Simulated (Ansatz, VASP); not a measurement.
## One calculation of AlN, two programs

```
Al N
1.0
     3.08877    0.00772    0.00772
    -1.53770    2.67109    0.00283
     0.01236    0.01236    4.94325
Al N
2 2
Direct
  0.33268 0.66634 0.99902
  0.66643 0.33301 0.49902
  0.33291 0.66700 0.38098
  0.66799 0.33365 0.88098
```

Change from the starting cell: equal xy, yz and zx engineering shears of +0.5 %.

Alike in both runs: functional LDA; k mesh 8 × 8 × 6; no spin polarisation.

Ansatz relaxed the structure, and its values are those at the end. VASP's run is a single point on that final structure, the one shown.

|  | VASP | Ansatz |
| --- | --- | --- |
| version | VASP 6.6.1 | Ansatz 0.2.0 |
| potentials or method | VASP PAW LDA potentials, release 64 (Al, N), cutoff 520 eV | all-electron LAPW, scalar-relativistic |
| occupations | gaussian, width 0.01 eV | fixed |

Ansatz gave:

- gap on the k mesh at the Fermi level (eV): 4.41
- pressure (GPa): 0.0

Q: Estimate VASP's values.

A: gap on the k mesh at the Fermi level (eV): 4.42; pressure (GPa): 0.6.

LDA's correlation is that of Perdew and Zunger in VASP and of Perdew and Wang (1992) in Ansatz. Ansatz ran all-electron here, and VASP with PAW potentials.
